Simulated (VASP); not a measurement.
Wanted: the native input for a VASP 6.6.1 run.

```yaml
Task: single point
Functional: PBE
Potentials_or_basis: VASP PAW PBE potentials, release 64 (Pt_sv_GW)
Cutoff: 570 eV
k_mesh: 16 × 16 × 15
Occupations: fermi-dirac, width 0.08 eV
Spin: no spin polarisation
Dipole_correction: no
Further_INCAR_settings: ALGO = Normal; EDIFF = 1e-06; NBANDS = 15
```

The structure of Pt lies in POSCAR:

```
Pt
1.0
    2.2934780562      0.0000000000      0.0000000000
   -1.1467390281      1.9862102597      0.0000000000
    0.0000000000      0.0000000000      2.2176488619
Pt
1
Direct
    0.0000000000      0.0000000000      0.0000000000
```

This isn't the form of Pt at room conditions, which is fcc.

One way to write it, as run:

INCAR

```
PREC = Accurate
ENCUT = 570
EDIFF = 1E-6
ISMEAR = -1
SIGMA = 0.08
LREAL = False
LASPH = True
NELM = 120
ALGO = Normal
ISIF = 2
LWAVE = False
LCHARG = False
GGA = PE
NBANDS = 15
GGA_COMPAT = False
```

KPOINTS

```
regular mesh
0
Gamma
  16 16 15
```

Potentials or basis: VASP PAW PBE potentials, release 64 (Pt_sv_GW).

Launch:

```sh
$ cat potpaw_PBE.64/Pt_sv_GW/POTCAR > POTCAR
$ mpirun -np 1 vasp_std > vasp.out
```

Results of the run:

```
Pressure               : 414.1 GPa
Band gap on the k mesh : zero (bands 9 and 10 overlap by 7.02 eV)
```

Caveat: the cell stands under pressure; spin-orbit coupling is left out, which moves the levels of the heavy elements.

It took 18 s on 1 thread of AMD EPYC 9R45 96-Core Processor (Zen 5), on a shared host, peak memory 0.13 GiB.
